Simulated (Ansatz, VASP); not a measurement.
## One calculation of Mo, two programs

```
Mo
1.0
    -1.57342    1.57342    1.57342
     1.57342   -1.57342    1.57342
     1.57342    1.57342   -1.57342
Mo
1
Direct
  0.00000 0.00000 0.00000
```

Alike in both runs: task relaxation of cell and atoms; functional LDA; k mesh 13 × 13 × 13; occupations fermi-dirac, width 0.15 eV; no spin polarisation.

|  | VASP | Ansatz |
| --- | --- | --- |
| version | VASP 6.6.1 | Ansatz 0.2.0 |
| potentials or method | VASP PAW LDA potentials, release 64 (Mo_sv) | plane waves, PAW |
| plane-wave cutoff (eV) | 600 | 420 |
| valence electrons in the cell | 14 | 14 |

|  | VASP | Ansatz | Ansatz less VASP |
| --- | --- | --- | --- |
| relaxed volume (Å³/atom) | 15.12 | 15.06 | -0.062 |
| relaxed cell length with the largest relative difference (Å) | 2.698 | 2.694 | -0.0037 |

LDA's correlation is that of Perdew and Zunger in VASP and of Perdew and Wang (1992) in Ansatz. Ansatz's warnings: stress scf threshold loose.
